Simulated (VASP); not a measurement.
Runs of VASP 6.6.1 on V. The structure is that of space group Im-3m (No. 229), or close to it. The cells are those of the table. 

```csv
spin,cell,smearing,gap on the mesh (eV),pressure (GPa),moment (μB)
"collinear, ferromagnetic start","a = 2.538 Å, angles 109.5°, 1 atom",fermi-dirac 0.05 eV,none,17.6,0.00
off,"a = 2.576 Å, angles 109.5°, 1 atom",fermi-dirac 0.1 eV,none,(a),-
off,"a = 2.646 Å, angles 109.5°, 1 atom",fermi-dirac 0.1 eV,none,-6.0,-
off,"a = 2.503 Å, angles 109.5°, 1 atom",fermi-dirac 0.1 eV,none,28.7,-
"collinear, ferromagnetic start","a = 2.501 Å, angles 109.5°, 1 atom",fermi-dirac 0.05 eV,none,29.1,0.00
off,"a = 2.680 Å, angles 109.5°, 1 atom",fermi-dirac 0.1 eV,none,-11.3,-
"collinear, ferromagnetic start","a = 2.610 Å, angles 109.5°, 1 atom",fermi-dirac 0.05 eV,none,0.4,0.00
off,"a = 2.540 Å, angles 109.5°, 1 atom",fermi-dirac 0.1 eV,none,17.3,-
off,"a = 2.712 Å, angles 109.5°, 1 atom",fermi-dirac 0.1 eV,none,-15.5,-
"collinear, ferromagnetic start","a = 2.574 Å, angles 109.5°, 1 atom",fermi-dirac 0.05 eV,none,(b),0.00
off,"a = 2.612 Å, angles 109.5°, 1 atom",fermi-dirac 0.1 eV,none,0.3,-
```

Alike in all rows: task single point; level revPBE; potentials or basis VASP PAW PBE potentials, release 64 (V_sv); k mesh 24 × 24 × 24; cutoff (eV) 520.

Estimate the missing entries.

(a) 8.0; (b) 8.2.

Caveats: the PAW data sets were made with another functional, which shifts forces and pressure a little.

A gap of «none» marks levels without a gap at the run's occupations.
